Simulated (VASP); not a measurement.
HfB2: single point with PBEsol

Crystal: HfB2.

```
Hf B
1.0
     3.13268    0.00000    0.00000
    -1.56634    2.71298    0.00000
     0.00000    0.00000    3.47921
Hf B
1 2
Direct
  0.00000 0.00000 0.00000
  0.35000 0.67500 0.50000
  0.65000 0.32500 0.50000
```

This cell differs from its parent crystal: shortest bond scaled by 1.05.

- Program: VASP 6.6.1
- Task: single point
- Functional: PBEsol
- Potentials or basis: VASP PAW PBE potentials, release 64 (Hf_pv, B)
- Cutoff: 520 eV
- k mesh: 10 × 10 × 8
- Occupations: fermi-dirac, width 0.05 eV
- Spin: no spin polarisation
- Dipole correction: no
- Further INCAR settings: ALGO = Normal; EDIFF = 1e-06; NBANDS = 15

```yaml
Pressure: -2.6 GPa
Largest_force: 1.080 eV/Å
Band_gap_on_the_k_mesh: zero (band 8 reaches 7.79 eV, above the bottom of band 9 at 7.26 eV)
```

Forces in eV/Å, atoms in the order of the input:
```
Hf   0.000  0.000  0.000
B   -0.935 -0.540  0.000
B    0.935  0.540  0.000
```

Stress tensor (GPa, compression positive):
```
-1.32  0.51  0.00
 0.51 -1.90  0.00
 0.00  0.00 -4.43
```

Levels at points of the mesh, in eV from the Fermi level:
```csv
k point,band 4,band 5,band 6,band 7,band 8,band 9,band 10,band 11,band 12,band 13
"(0.00, 0.00, 0.00)",-13.66,-3.16,-2.99,-2.68,-2.39,4.01,4.19,4.32,4.52,5.04
"(0.50, 0.00, 0.00)",-9.43,-9.03,-4.31,-3.55,-2.87,2.73,2.85,5.84,5.91,6.33
"(0.00, 0.50, 0.00)",-9.83,-8.84,-3.96,-3.17,-2.80,2.00,2.77,5.59,5.85,6.47
"(0.00, 0.00, 0.50)",-11.21,-8.31,-1.62,-0.46,0.02,0.78,1.04,1.09,2.27,5.26
"(0.50, 0.00, 0.50)",-10.39,-7.07,-4.99,-4.43,-2.75,4.03,4.30,6.40,7.21,7.37
"(0.00, 0.50, 0.50)",-10.16,-7.55,-4.79,-4.75,-2.44,4.14,4.15,6.39,7.23,7.67
```

Run time: 23 s on 1 thread of Intel(R) Xeon(R) Platinum 8559C (Emerald Rapids) (shared host), peak memory 0.19 GiB.

Caveat: the cell differs from its parent crystal (shortest bond scaled by 1.05); the PAW data sets were made with another functional, which shifts forces and pressure a little; spin-orbit coupling is left out, which moves the levels of the heavy elements.
